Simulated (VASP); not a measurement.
# TePb (Fm-3m) in VASP: settings compared

The runs below take TePb through band structure, electric field gradients, equation of state, with HSE03, PBE+D3(BJ), PBEsol, TPSS, r2SCAN-based global hybrid with 3.83 % exact exchange.

Everything below comes from runs of VASP 6.6.1. Logs are shortened: lines on timing, memory, paths and dates and some standing lists are left out, and cuts for length are marked.

### 1 The cell of the first run

It takes space group Fm-3m (No. 225, cubic). The conventional cell has a = 6.462 Å, b = 6.462 Å, c = 6.462 Å, α = 90.00°, β = 90.00°, γ = 90.00°. Within 4.3 Å of Pb (site symmetry m-3m) lie 6 Te at 3.23 Å. Within 4.3 Å of Te (site symmetry m-3m) lie 6 Pb at 3.23 Å.

### 2 Band structure, HSE03

POSCAR reads:

```
TePb
1.0
    0.0000000000      3.2310000000      3.2310000000
    3.2310000000      0.0000000000      3.2310000000
    3.2310000000      3.2310000000      0.0000000000
Pb Te
1 1
Direct
    0.0000000000      0.0000000000      0.0000000000
    0.5000000000      0.5000000000      0.5000000000
```

INCAR.step1 reads:

```
SYSTEM = TePb
PREC = Accurate ; ENCUT = 520
EDIFF = 1E-5 ; ISMEAR = 0
SIGMA = 0.02 ; LREAL = .FALSE.
LASPH = .TRUE. ; NELM = 80
ALGO = Normal ; ISIF = 2
LWAVE = .TRUE. ; LCHARG = .FALSE.
GGA = PE ; KPAR = 4
```

INCAR.step2 reads:

```
SYSTEM = TePb
PREC = Accurate ; ENCUT = 520
EDIFF = 1E-6 ; ISMEAR = 0
SIGMA = 0.02 ; LREAL = .FALSE.
LASPH = .TRUE. ; NELM = 80
ALGO = Normal ; ISIF = 2
LWAVE = .FALSE. ; LCHARG = .FALSE.
GGA = PE ; LHFCALC = .TRUE.
HFSCREEN = 0.3 ; PRECFOCK = Fast
ISTART = 1 ; KPAR = 4
```

KPOINTS reads:

```
Automatic mesh
0
G
  6 6 6
  0 0 0
```

KPOINTS_OPT reads:

```
path GXWKGLUWLK,UX
8
line-mode
reciprocal
 0.0000000000  0.0000000000  0.0000000000  G
 0.5000000000  0.0000000000  0.5000000000  X

 0.5000000000  0.0000000000  0.5000000000  X
 0.5000000000  0.2500000000  0.7500000000  W

 0.5000000000  0.2500000000  0.7500000000  W
 0.3750000000  0.3750000000  0.7500000000  K

 0.3750000000  0.3750000000  0.7500000000  K
 0.0000000000  0.0000000000  0.0000000000  G

 0.0000000000  0.0000000000  0.0000000000  G
 0.5000000000  0.5000000000  0.5000000000  L

 0.5000000000  0.5000000000  0.5000000000  L
 0.6250000000  0.2500000000  0.6250000000  U

 0.6250000000  0.2500000000  0.6250000000  U
 0.5000000000  0.2500000000  0.7500000000  W

 0.5000000000  0.2500000000  0.7500000000  W
 0.5000000000  0.5000000000  0.5000000000  L

 0.5000000000  0.5000000000  0.5000000000  L
 0.3750000000  0.3750000000  0.7500000000  K

 0.6250000000  0.2500000000  0.6250000000  U
 0.5000000000  0.0000000000  0.5000000000  X
```

Potentials or basis: VASP PAW PBE potentials, release 64 (Pb_d, Te).

The run is started by

```sh
cat potpaw_PBE.64/Pb_d/POTCAR potpaw_PBE.64/Te/POTCAR > POTCAR
cp INCAR.step1 INCAR
mpirun -np 4 vasp_std > vasp.out
cp INCAR.step2 INCAR
mpirun -np 4 vasp_std > vasp.out
```

OUTCAR:

```text
SYSTEM = TePb
   PREC = Accurate
   ENCUT = 520
   EDIFF = 1E-6
   ISMEAR = 0
   LREAL = .FALSE.
   LASPH = .TRUE.
   NELM = 80
   ISIF = 2
   GGA = PE
   LHFCALC = .TRUE.
   HFSCREEN = 0.3
   PRECFOCK = Fast
   ISTART = 1

 ion  position               nearest neighbor table
   1  0.000  0.000  0.000-   2 3.23   2 3.23   2 3.23   2 3.23   2 3.23   2 3.23
   2  0.500  0.500  0.500-   1 3.23   1 3.23   1 3.23   1 3.23   1 3.23   1 3.23

  LATTYP: Found a face centered cubic cell.
 ALAT       =     6.4620000000

  Lattice vectors:

 A1 = (   0.0000000000,   3.2310000000,   3.2310000000)
 A2 = (   3.2310000000,   0.0000000000,   3.2310000000)
 A3 = (   3.2310000000,   3.2310000000,   0.0000000000)

Analysis of symmetry for initial positions (statically):
=====================================================================
 Subroutine PRICEL returns:
 Original cell was already a primitive cell.

 Routine SETGRP: Setting up the symmetry group for a
 face centered cubic supercell.

 Subroutine GETGRP returns: Found 48 space group operations
 (whereof 48 operations were pure point group operations)
 out of a pool of 48 trial point group operations.

The static configuration has the point symmetry O_h .

Analysis of symmetry for dynamics (positions and initial velocities):
=====================================================================
 Subroutine PRICEL returns:
 Original cell was already a primitive cell.

 Routine SETGRP: Setting up the symmetry group for a
 face centered cubic supercell.

 Subroutine GETGRP returns: Found 48 space group operations
 (whereof 48 operations were pure point group operations)
 out of a pool of 48 trial point group operations.

The dynamic configuration has the point symmetry O_h .

 Subroutine INISYM returns: Found 48 space group operations
 (whereof 48 operations are pure point group operations),
 and found     1 'primitive' translations

----------------------------------------------------------------------------------------

                                     Primitive cell

  volume of cell :      67.4592

  direct lattice vectors                    reciprocal lattice vectors
     0.000000000  3.231000000  3.231000000    -0.154750851  0.154750851  0.154750851
     3.231000000  0.000000000  3.231000000     0.154750851 -0.154750851  0.154750851
     3.231000000  3.231000000  0.000000000     0.154750851  0.154750851 -0.154750851

  length of vectors
     4.569324020  4.569324020  4.569324020     0.268036337  0.268036337  0.268036337

  position of ions in fractional coordinates (direct lattice)
     0.000000000  0.000000000  0.000000000
     0.500000000  0.500000000  0.500000000

  ion indices of the primitive-cell ions
   primitive index   ion index
                 1           1
                 2           2

----------------------------------------------------------------------------------------

 KPOINTS: Automatic mesh

Automatic generation of k-mesh.
 Grid dimensions read from file:
 generate k-points for:    6    6    6

 Generating k-lattice:

  Cartesian coordinates                     Fractional coordinates (reciprocal lattice)
    -0.025791809  0.025791809  0.025791809     0.166666667  0.000000000  0.000000000
     0.025791809 -0.025791809  0.025791809     0.000000000  0.166666667  0.000000000
     0.025791809  0.025791809 -0.025791809     0.000000000  0.000000000  0.166666667

  Length of vectors
     0.044672723  0.044672723  0.044672723

  Shift w.r.t. Gamma in fractional coordinates (k-lattice)
     0.000000000  0.000000000  0.000000000

 Subroutine IBZKPT returns following result:
 ===========================================

 Found     16 irreducible k-points:

 Following reciprocal coordinates:
            Coordinates               Weight
  0.000000  0.000000  0.000000      1.000000
  0.166667  0.000000  0.000000      8.000000
  0.333333  0.000000  0.000000      8.000000
  0.500000  0.000000  0.000000      4.000000
  0.166667  0.166667  0.000000      6.000000
  0.333333  0.166667  0.000000     24.000000
[... 8 lines left out ...]
 -0.333333  0.333333  0.166667     24.000000
 -0.333333  0.500000  0.166667     12.000000
   k-points           NKPTS =     16   k-points in BZ     NKDIM =    216   number of bands    NBANDS=     14
   number of dos      NEDOS =    301   number of ions     NIONS =      2
   total plane-waves  NPLWV =  46656
   dimension x,y,z NGX =    36 NGY =   36 NGZ =   36
   dimension x,y,z NGXF=    72 NGYF=   72 NGZF=   72
   ions per type =               1   1
   NGX,Y,Z   is equivalent  to a cutoff of  13.10, 13.10, 13.10 a.u.
   NGXF,Y,Z  is equivalent  to a cutoff of  26.20, 26.20, 26.20 a.u.
 SYSTEM =  TePb
   PREC   = accura    normal or accurate (medium, high low for compatibility)
   ISTART =      1    job   : 0-new  1-cont  2-samecut
   ICHARG =      0    charge: 1-file 2-atom 10-const
   ISPIN  =      1    spin polarized calculation?
   LNONCOLLINEAR =      F non collinear calculations
   LSORBIT =      F    spin-orbit coupling
   LASPH  =      T    aspherical Exc in radial PAW
   ENCUT  =  520.0 eV  38.22 Ry    6.18 a.u.   8.50  8.50  8.50*2*pi/ulx,y,z
   NELM   =     80;   NELMIN=  2; NELMDL=  0     # of ELM steps
   EDIFF  = 0.1E-05   stopping-criterion for ELM
   LREAL  =      F    real-space projection
   EDIFFG = 0.1E-04   stopping-criterion for IOM
   NSW    =      0    number of steps for IOM
   IBRION =     -1    ionic relax: 0-MD 1-quasi-New 2-CG
   NFREE  =      0    steps in history (QN), initial steepest desc. (CG)
   ISIF   =      2    stress and relaxation
   ISYM   =      3    0-nonsym 1-usesym 2-fastsym
   POTIM  = 0.5000    time-step for ionic-motion
   TEBEG  =    0.0;   TEEND  =   0.0 temperature during run
   PSTRESS=    0.0 pullay stress
   NELECT =      20.0000    total number of electrons
   NUPDOWN=      -1.0000    fix difference up-down
   EMIN   =  10.00;   EMAX   =-10.00  energy-range for DOS
   EFERMI =   0.00;   METHOD = LEGACY
   ISMEAR =     0;   SIGMA  =   0.02  broadening in eV -4-tet -1-fermi 0-gaus
   EFERMI_NEDOS =   21; number of points for ismear=-14 and -15
   IALGO  =     38    algorithm
   IMIX   =      1    mixing-type and parameters
     AMIX     =   0.40;   BMIX     =  1.00
     AMIX_MAG =   1.60;   BMIX_MAG =  1.00
  volume/ion in A,a.u.               =      33.73       227.62
  Fermi-wavevector in a.u.,A,eV,Ry     =   1.091619  2.062861 16.213147  1.191633
  Thomas-Fermi vector in A             =   2.227868
   LORBIT       =      0    0 simple, 1 ext, 2 COOP (PROOUT), +10 PAW based schemes
   GGA     = PE    functional components
   LHFCALC =     T    Hartree Fock is set to
   PRECFOCK=fast      Normal, Fast or Accurate (Low or Medium for compatibility)
   ENCUT4O =  -1.0   cutoff for four orbital integrals eV
   NKREDX  =     1    reduce k-point grid by
   NKREDY  =     1    reduce k-point grid by
   NKREDZ  =     1    reduce k-point grid by
   AEXX    =    0.2500 exact exchange contribution
   HFSCREEN=    0.3000 screening length (either q_TF or 0.3 A-1)
   HFSCREENC=   0.3000 screening length for correlation (either q_TF or 0.3 A-1)
   ENCUTFOCK=  -1.0 apply spherical cutoff to Coloumb kernel
   IVDW    =     0    specifies the selected vdW correction
   LEPSILON=     F    determine dielectric tensor
   LRPA    =     F    only Hartree local field effects (RPA)
 non-spin polarized calculation
 Gauss-broadening in eV      SIGMA  =   0.02
  energy-cutoff  :      520.00
  volume of cell :       67.46
 maximum number of plane-waves:      1853
 NGX is ok and might be reduce to    36
  NGX = 20; NGY = 20; NGZ = 20

 number of electron      20.0000003 magnetization

 Free energy of the ion-electron system (eV)
  ---------------------------------------------------
  ext. energy  EPLUGINS =         0.00000000
  ---------------------------------------------------
  free energy    TOTEN  =        -8.66407189 eV

  energy without entropy =       -8.66407189  energy(sigma->0) =       -8.66407189

 E-fermi :   5.5211     XC(G=0):  -7.8968

 val. band max:        5.4294335593   @ k =   0.5000   0.0000   0.0000
 cond. band min:       6.3917062846   @ k =   0.5000   0.0000   0.0000
 fundamental gap:      0.9622727253
 Fermi energy:         5.5210571930

 k-point     1 :       0.0000    0.0000    0.0000
  band No.  band energies     occupation
      1     -13.0050      2.00000
      2     -13.0050      2.00000
      3     -12.9872      2.00000
      4     -12.9872      2.00000
      5     -12.9872      2.00000
      6      -7.7220      2.00000
      7      -0.4502      2.00000
      8       3.8699      2.00000
      9       3.8699      2.00000
     10       3.8699      2.00000
     11      10.0058      0.00000
     12      10.0058      0.00000
     13      10.0058      0.00000
     14      11.6310      0.00000

 k-point     2 :       0.1667    0.0000    0.0000
  band No.  band energies     occupation
      1     -13.0087      2.00000
      2     -13.0087      2.00000
      3     -12.9865      2.00000
      4     -12.9835      2.00000
      5     -12.9835      2.00000
      6      -7.4614      2.00000
      7      -1.3027      2.00000
      8       3.9448      2.00000
      9       3.9448      2.00000
     10       4.3475      2.00000
     11       8.7008      0.00000
     12       8.9582      0.00000
     13       8.9582      0.00000
     14      11.5044      0.00000
[... 207 lines left out ...]
      1     -13.0443      2.00000
      2     -13.0114      2.00000
      3     -12.9802      2.00000
      4     -12.9777      2.00000
      5     -12.9647      2.00000
      6      -5.8204      2.00000
      7      -3.3533      2.00000
      8       1.7521      2.00000
      9       1.8909      2.00000
     10       4.8996      2.00000
     11       7.1950      0.00000
     12      10.4193      0.00000
     13      10.7602      0.00000
     14      12.5057      0.00000

 k-point    16 :      -0.3333    0.5000    0.1667
  band No.  band energies     occupation
      1     -13.0578      2.00000
      2     -13.0038      2.00000
      3     -12.9885      2.00000
      4     -12.9707      2.00000
      5     -12.9612      2.00000
      6      -5.7424      2.00000
      7      -2.9535      2.00000
      8       0.8235      2.00000
      9       1.7151      2.00000
     10       4.0122      2.00000
     11       8.5747      0.00000
     12      10.1113      0.00000
     13      11.9968      0.00000
     14      12.0793      0.00000

------------------------ aborting loop because EDIFF is reached ----------------------------------------

  FORCE on cell =-STRESS in cart. coord.  units (eV):
  Direction    XX          YY          ZZ          XY          YZ          ZX
  --------------------------------------------------------------------------------------
  -------------------------------------------------------------------------------------
  Total        0.4491211      0.4491211      0.4491211      0.0000000      0.0000000     -0.0000000
  in kB       10.6667769     10.6667769     10.6667769      0.0000000      0.0000000     -0.0000000
  external PRESSURE =      10.6667769 kB  Pullay stress =       0.0000000 kB

 VOLUME and BASIS-vectors are now :
 -----------------------------------------------------------------------------
  energy-cutoff  :      520.00
  volume of cell :       67.46
      direct lattice vectors                 reciprocal lattice vectors
     0.000000000  3.231000000  3.231000000    -0.154750851  0.154750851  0.154750851
     3.231000000  0.000000000  3.231000000     0.154750851 -0.154750851  0.154750851
     3.231000000  3.231000000  0.000000000     0.154750851  0.154750851 -0.154750851

 POSITION                                       TOTAL-FORCE (eV/Angst)
 -----------------------------------------------------------------------------------
      0.00000      0.00000      0.00000         0.000000     -0.000000      0.000000
      3.23100      3.23100      3.23100        -0.000000      0.000000     -0.000000
 -----------------------------------------------------------------------------------
    total drift:                               -0.000000      0.000000     -0.000000

  FREE ENERGIE OF THE ION-ELECTRON SYSTEM (eV)
  ---------------------------------------------------
  free  energy   TOTEN  =        -8.6640718907 eV

  energy  without entropy=       -8.6640718907  energy(sigma->0) =       -8.66407189
```

It took 21 min on 4 MPI ranks of Intel Xeon 6975P-C (Granite Rapids), shared host; peak memory 0.41 GiB.

What came out:

```
Free energy             : -8.6641 eV
Pressure                : 1.1 GPa
Band gap on the k mesh  : 0.96 eV
Band gap along the path : 0.96 eV
```

Levels at the corners of the path, in eV from the valence-band top:
```csv
point,band 8,band 9,band 10,band 11,band 12,band 13
Γ,-1.56,-1.56,-1.56,4.58,4.58,4.58
X,-4.97,-3.13,-3.13,3.57,6.07,6.07
X,-4.97,-3.13,-3.13,3.57,6.07,6.07
W,-4.19,-4.19,-0.47,1.96,5.68,5.68
W,-4.19,-4.19,-0.47,1.96,5.68,5.68
K,-4.55,-2.58,-2.28,3.96,4.20,5.54
K,-4.55,-2.58,-2.28,3.96,4.20,5.54
Γ,-1.56,-1.56,-1.56,4.58,4.58,4.58
Γ,-1.56,-1.56,-1.56,4.58,4.58,4.58
L,-1.10,-1.10,0.00,0.96,1.52,1.52
L,-1.10,-1.10,0.00,0.96,1.52,1.52
U,-4.55,-2.58,-2.28,3.96,4.20,5.54
U,-4.55,-2.58,-2.28,3.96,4.20,5.54
W,-4.19,-4.19,-0.47,1.96,5.68,5.68
W,-4.19,-4.19,-0.47,1.96,5.68,5.68
L,-1.10,-1.10,0.00,0.96,1.52,1.52
L,-1.10,-1.10,0.00,0.96,1.52,1.52
K,-4.55,-2.58,-2.28,3.96,4.20,5.54
U,-4.55,-2.58,-2.28,3.96,4.20,5.54
X,-4.97,-3.13,-3.13,3.57,6.07,6.07
```

Caveat: the PAW data sets were made with another functional, which shifts forces and pressure a little; spin-orbit coupling is left out, which moves the levels of the heavy elements.

(Continued in part 2 of 3.)
